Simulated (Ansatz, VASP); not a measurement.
**In3As in VASP and in Ansatz**

```
In As
1.0
     4.50244    0.00000    0.00000
     0.00000    4.45742    0.00000
     0.00000    0.00000    4.50244
In As
3 1
Cartesian
  0.0000 2.2287 2.2512
  2.2512 0.0000 2.2512
  2.2512 2.2287 0.0000
  0.0000 0.0000 0.0000
```

Change from the starting cell: strain -0.0100 x Voigt [0, 1, 0, 0, 0, 0], atoms carried along.

Alike in both runs: task single point; functional PBEsol; dispersion D3(BJ); k mesh 10 × 10 × 10; occupations gaussian, width 0.15 eV; no spin polarisation.

|  | VASP | Ansatz |
| --- | --- | --- |
| version | VASP 6.6.1 | Ansatz 0.2.0 |
| potentials or method | VASP PAW PBE potentials, release 64 (In_d, As), cutoff 520 eV | scalar-relativistic, plane waves, PAW |
| valence electrons in the cell | 44 | 54 |

```csv
,VASP,Ansatz,Ansatz less VASP
gap on the k mesh at the Fermi level (eV),none,none,-
pressure (GPa),0.3,0.6,+0.31
"traceless stress, the component that is largest in VASP (GPa)",-0.14,-0.14,+0.002
```

VASP's potentials were made for PBE, not for PBEsol. A gap of «none» marks a metal or a gap that the smearing closes. VASP's potentials hold 44 valence electrons a cell and Ansatz's 54, so a difference there can come from the potentials and not from the codes.
